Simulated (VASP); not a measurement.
# Ti2Te2S (R-3m) in VASP: single point with PBE

Aim: the single point of Ti2Te2S with PBE.

Program: VASP 6.6.1. These are calculated values, not measurements. Logs are shortened: lines on timing, memory, paths and dates and some standing lists are left out, and cuts for length are marked.

### Step 1. The cell of the first run

It takes space group R-3m (No. 166, trigonal). Conventional cell: a = 3.635 Å, b = 3.635 Å, c = 29.867 Å, α = 90.00°, β = 90.00°, γ = 120.00°. Ti (site symmetry 3m) has 3 S at 2.44 Å and 3 Te at 2.81 Å within 3.2 Å. Within 3.7 Å of Te (site symmetry 3m) lie 3 Ti at 2.81 Å and 6 Te at 3.64 Å. S (site symmetry -3m) has 6 Ti at 2.44 Å within 3.2 Å.

### Step 2. Single point, PBE, collinear spin, ferromagnetic start

File INCAR:

```
PREC     = Accurate       # precision mode
ENCUT    = 500            # plane-wave cutoff, eV
EDIFF    = 1E-6           # SCF threshold, eV
ISMEAR   = 0              # smearing method
SIGMA    = 0.15           # smearing width, eV
LREAL    = F              # projectors in reciprocal space
LASPH    = T              # aspherical terms in the spheres
NELM     = 200            # most SCF steps
ALGO     = Normal         # electronic algorithm
ISIF     = 2              # what is computed and relaxed
LWAVE    = F              # write WAVECAR
LCHARG   = F              # write CHGCAR
ISPIN    = 2              # spin polarisation
MAGMOM   = 1 1 0 0 0      # initial moments
LORBIT   = 11             # projections on sites
LMAXMIX  = 4              # l up to which the mixer works
GGA      = PE             # functional
NBANDS   = 33             # bands
GGA_COMPAT= F
```

File KPOINTS:

```
Automatic mesh
0
Gamma
  4 4 4
```

File POSCAR:

```
Ti2Te2S
1.0
    1.8175700793      1.0493745745      9.9557130181
   -1.8175700793      1.0493745745      9.9557130181
    0.0000000000     -2.0987491491      9.9557130181
Ti Te S
2 2 1
Direct
    0.3752444437      0.3752444437      0.3752444437
    0.6247555563      0.6247555563      0.6247555563
    0.7712117041      0.7712117041      0.7712117041
    0.2287882959      0.2287882959      0.2287882959
    0.0000000000      0.0000000000      0.0000000000
```

Potentials or basis: VASP PAW PBE potentials, release 64 (Ti_sv, Te, S).

The run is started by

```sh
$ cat potpaw_PBE.64/Ti_sv/POTCAR potpaw_PBE.64/Te/POTCAR potpaw_PBE.64/S/POTCAR > POTCAR
$ mpirun -np 1 vasp_std > vasp.out
```

OUTCAR:

```text
PREC = Accurate
   ENCUT = 500
   EDIFF = 1E-6
   ISMEAR = 0
   LREAL = F
   LASPH = T
   NELM = 200
   ISIF = 2
   ISPIN = 2
   LORBIT = 11
   GGA = PE

 ion  position               nearest neighbor table
   1  0.375  0.375  0.375-   5 2.44   5 2.44   5 2.44   3 2.81   3 2.81   3 2.81
   2  0.625  0.625  0.625-   5 2.44   5 2.44   5 2.44   4 2.81   4 2.81   4 2.81
   3  0.771  0.771  0.771-   1 2.81   1 2.81   1 2.81
   4  0.229  0.229  0.229-   2 2.81   2 2.81   2 2.81
   5  0.000  0.000  0.000-   2 2.44   1 2.44   2 2.44   2 2.44   1 2.44   1 2.44

  LATTYP: Found a trigonal (rhomboedric) cell.
 ALAT       =    10.1745255265
 COS(alpha) =     0.9361760037

  Lattice vectors:

 A1 = (   1.8175700793,   1.0493745745,   9.9557130181)
 A2 = (  -1.8175700793,   1.0493745745,   9.9557130181)
 A3 = (   0.0000000000,  -2.0987491491,   9.9557130181)

Analysis of symmetry for initial positions (statically):
=====================================================================
 Subroutine PRICEL returns:
 Original cell was already a primitive cell.

 Routine SETGRP: Setting up the symmetry group for a
 trigonal (rhombohedral) supercell.

 Subroutine GETGRP returns: Found 12 space group operations
 (whereof 12 operations were pure point group operations)
 out of a pool of 12 trial point group operations.

The static configuration has the point symmetry D_3d.

Analysis of symmetry for dynamics (positions and initial velocities):
=====================================================================
 Subroutine PRICEL returns:
 Original cell was already a primitive cell.

 Routine SETGRP: Setting up the symmetry group for a
 trigonal (rhombohedral) supercell.

 Subroutine GETGRP returns: Found 12 space group operations
 (whereof 12 operations were pure point group operations)
 out of a pool of 12 trial point group operations.

The dynamic configuration has the point symmetry D_3d.

Analysis of structural, dynamic, and magnetic symmetry:
=====================================================================
 Subroutine PRICEL returns:
 Original cell was already a primitive cell.

 Routine SETGRP: Setting up the symmetry group for a
 trigonal (rhombohedral) supercell.

 Subroutine GETGRP returns: Found 12 space group operations
 (whereof 12 operations were pure point group operations)
 out of a pool of 12 trial point group operations.

The overall configuration has the point symmetry D_3d.

 Subroutine INISYM returns: Found 12 space group operations
 (whereof 12 operations are pure point group operations),
 and found     1 'primitive' translations

----------------------------------------------------------------------------------------

                                     Primitive cell

  volume of cell :     113.9319

  direct lattice vectors                    reciprocal lattice vectors
     1.817570079  1.049374575  9.955713018     0.275092557  0.158824762  0.033481613
    -1.817570079  1.049374575  9.955713018    -0.275092557  0.158824762  0.033481613
     0.000000000 -2.098749149  9.955713018     0.000000000 -0.317649523  0.033481613

  length of vectors
    10.174525527 10.174525527 10.174525527     0.319409202  0.319409202  0.319409202

  position of ions in fractional coordinates (direct lattice)
     0.375244444  0.375244444  0.375244444
     0.624755556  0.624755556  0.624755556
     0.771211704  0.771211704  0.771211704
     0.228788296  0.228788296  0.228788296
     0.000000000  0.000000000  0.000000000

  ion indices of the primitive-cell ions
   primitive index   ion index
                 1           1
                 2           2
                 3           3
                 4           4
                 5           5

----------------------------------------------------------------------------------------

 KPOINTS: Automatic mesh

[... 24 lines left out ...]
  0.000000  0.000000  0.000000      1.000000
  0.250000 -0.000000  0.000000      6.000000
  0.500000 -0.000000  0.000000      3.000000
  0.250000  0.250000  0.000000      6.000000
  0.500000  0.250000  0.000000     12.000000
 -0.250000  0.250000  0.000000      6.000000
  0.500000  0.500000  0.000000      3.000000
  0.250000  0.250000  0.250000      2.000000
  0.500000  0.250000  0.250000      6.000000
 -0.250000  0.250000  0.250000      6.000000
  0.500000  0.500000  0.250000      6.000000
 -0.250000  0.500000  0.250000      6.000000
  0.500000  0.500000  0.500000      1.000000
   k-points           NKPTS =     13   k-points in BZ     NKDIM =     13   number of bands    NBANDS=     33
   number of dos      NEDOS =    301   number of ions     NIONS =      5
   total plane-waves  NPLWV = 512000
   dimension x,y,z NGX =    80 NGY =   80 NGZ =   80
   dimension x,y,z NGXF=   160 NGYF=  160 NGZF=  160
   ions per type =               2   2   1
   NGX,Y,Z   is equivalent  to a cutoff of  13.07, 13.07, 13.07 a.u.
   NGXF,Y,Z  is equivalent  to a cutoff of  26.14, 26.14, 26.14 a.u.
 SYSTEM =  unknown system
   PREC   = accura    normal or accurate (medium, high low for compatibility)
   ISTART =      0    job   : 0-new  1-cont  2-samecut
   ICHARG =      2    charge: 1-file 2-atom 10-const
   ISPIN  =      2    spin polarized calculation?
   LNONCOLLINEAR =      F non collinear calculations
   LSORBIT =      F    spin-orbit coupling
   LASPH  =      T    aspherical Exc in radial PAW
   ENCUT  =  500.0 eV  36.75 Ry    6.06 a.u.  18.55 18.55 18.55*2*pi/ulx,y,z
   NELM   =    200;   NELMIN=  2; NELMDL= -5     # of ELM steps
   EDIFF  = 0.1E-05   stopping-criterion for ELM
   LREAL  =      F    real-space projection
   EDIFFG = 0.1E-04   stopping-criterion for IOM
   NSW    =      0    number of steps for IOM
   IBRION =     -1    ionic relax: 0-MD 1-quasi-New 2-CG
   NFREE  =      0    steps in history (QN), initial steepest desc. (CG)
   ISIF   =      2    stress and relaxation
   ISYM   =      2    0-nonsym 1-usesym 2-fastsym
   POTIM  = 0.5000    time-step for ionic-motion
   TEBEG  =    0.0;   TEEND  =   0.0 temperature during run
   PSTRESS=    0.0 pullay stress
   NELECT =      42.0000    total number of electrons
   NUPDOWN=      -1.0000    fix difference up-down
   EMIN   =  10.00;   EMAX   =-10.00  energy-range for DOS
   EFERMI =   0.00;   METHOD = LEGACY
   ISMEAR =     0;   SIGMA  =   0.15  broadening in eV -4-tet -1-fermi 0-gaus
   EFERMI_NEDOS =   21; number of points for ismear=-14 and -15
   IALGO  =     38    algorithm
   IMIX   =      4    mixing-type and parameters
     AMIX     =   0.40;   BMIX     =  1.00
     AMIX_MAG =   1.60;   BMIX_MAG =  1.00
  volume/ion in A,a.u.               =      22.79       153.77
  Fermi-wavevector in a.u.,A,eV,Ry     =   1.173842  2.218239 18.747523  1.377904
  Thomas-Fermi vector in A             =   2.310248
   LORBIT       =     11    0 simple, 1 ext, 2 COOP (PROOUT), +10 PAW based schemes
   GGA     = PE    functional components
   LHFCALC =     F    Hartree Fock is set to
   AEXX    =    0.0000 exact exchange contribution
   IVDW    =     0    specifies the selected vdW correction
   LEPSILON=     F    determine dielectric tensor
   LRPA    =     F    only Hartree local field effects (RPA)
 spin polarized calculation
 Gauss-broadening in eV      SIGMA  =   0.15
  energy-cutoff  :      500.00
  volume of cell :      113.93
 maximum number of plane-waves:      2922
 NGX is ok and might be reduce to    80
   NGX = 37   NGY = 37   NGZ = 37

 number of electron      41.9999997 magnetization       0.0004192

 Free energy of the ion-electron system (eV)
  ---------------------------------------------------
  ext. energy  EPLUGINS =         0.00000000
  ---------------------------------------------------
  free energy    TOTEN  =       -31.03581700 eV

  energy without entropy =      -31.00300766  energy(sigma->0) =      -31.01941233

 E-fermi :   7.4508     XC(G=0): -10.1108

 val. band max:        7.4365667032   @ k =   0.5000   0.5000   0.5000
 cond. band min:       7.5380782479   @ k =  -0.2500   0.2500   0.0000
 fundamental gap:      0.1015115448
 Fermi energy:         7.4508248160

 spin component 1

 k-point     1 :       0.0000    0.0000    0.0000
  band No.  band energies     occupation
      1     -50.0332      1.00000
      2     -50.0165      1.00000
      3     -26.3407      1.00000
      4     -26.3202      1.00000
      5     -26.3202      1.00000
      6     -26.2980      1.00000
[... 457 lines left out ...]
     32      13.8560      0.00000
     33      14.1657      0.00000
 Fermi energy:         7.4508248160

 spin component 2

 k-point     1 :       0.0000    0.0000    0.0000
  band No.  band energies     occupation
      1     -50.0331      1.00000
      2     -50.0164      1.00000
      3     -26.3406      1.00000
      4     -26.3201      1.00000
      5     -26.3201      1.00000
      6     -26.2979      1.00000
[... 457 lines left out ...]
     32      13.8560      0.00000
     33      14.1657      0.00000

------------------------ aborting loop because EDIFF is reached ----------------------------------------

  FORCE on cell =-STRESS in cart. coord.  units (eV):
  Direction    XX          YY          ZZ          XY          YZ          ZX
  --------------------------------------------------------------------------------------
  -------------------------------------------------------------------------------------
  Total       -0.0715753     -0.0715753      0.0723811      0.0000000     -0.0000000      0.0000000
  in kB       -1.0065339     -1.0065339      1.0178657      0.0000000     -0.0000000      0.0000000
  external PRESSURE =      -0.3317341 kB  Pullay stress =       0.0000000 kB

 VOLUME and BASIS-vectors are now :
 -----------------------------------------------------------------------------
  energy-cutoff  :      500.00
  volume of cell :      113.93
      direct lattice vectors                 reciprocal lattice vectors
     1.817570079  1.049374575  9.955713018     0.275092557  0.158824762  0.033481613
    -1.817570079  1.049374575  9.955713018    -0.275092557  0.158824762  0.033481613
     0.000000000 -2.098749149  9.955713018     0.000000000 -0.317649523  0.033481613

 POSITION                                       TOTAL-FORCE (eV/Angst)
 -----------------------------------------------------------------------------------
      0.00000     -0.00000     11.20748         0.000000     -0.000000      0.006588
      0.00000     -0.00000     18.65966         0.000000      0.000000     -0.006588
      0.00000     -0.00000     23.03389         0.000000      0.000000     -0.017560
      0.00000     -0.00000      6.83325         0.000000     -0.000000      0.017560
      0.00000      0.00000      0.00000         0.000000      0.000000      0.000000
 -----------------------------------------------------------------------------------
    total drift:                               -0.000000     -0.000000     -0.000000

  FREE ENERGIE OF THE ION-ELECTRON SYSTEM (eV)
  ---------------------------------------------------
  free  energy   TOTEN  =       -31.0358170046 eV

  energy  without entropy=      -31.0030076645  energy(sigma->0) =      -31.01941233

 total charge

# of ion       s       p       d       tot
------------------------------------------
    1        2.152   6.116   1.978  10.246
    2        2.152   6.116   1.978  10.246
    3        1.391   1.967   0.036   3.394
    4        1.391   1.967   0.036   3.394
    5        1.316   2.460   0.000   3.776
--------------------------------------------------
tot          8.402  18.627   4.027  31.057

 magnetization (x)

# of ion       s       p       d       tot
------------------------------------------
    1        0.000   0.000   0.000   0.000
    2        0.000   0.000   0.000   0.000
    3        0.000  -0.000   0.000  -0.000
    4        0.000  -0.000   0.000  -0.000
    5       -0.000  -0.000   0.000  -0.000
--------------------------------------------------
tot          0.000  -0.000   0.000   0.000
```

Wall time 8.3 min (1 thread of Intel Xeon 6975P-C (Granite Rapids), shared host); peak memory 1.3 GiB.

What came out:

```yaml
Free_energy: -31.0358 eV
Pressure: 0.0 GPa
Largest_force: 0.018 eV/Å
Band_gap_on_the_k_mesh: 0.10 eV, indirect (the least direct gap lies 2.5 meV higher)
Net_moment: 0.00 μB per cell
Valence_electrons_inside_the_program's_atomic_spheres: Ti 10.25; Te 3.39; S 3.78
```

Forces on the atoms (eV/Å):
```
Ti   0.000  0.000  0.007
Ti   0.000  0.000 -0.007
Te   0.000  0.000 -0.018
Te   0.000  0.000  0.018
S    0.000  0.000  0.000
```

Caveat: the k points lie up to 0.50 Å⁻¹ apart; spin-orbit coupling is left out, which moves the levels of the heavy elements. A k mesh can miss the band edges.
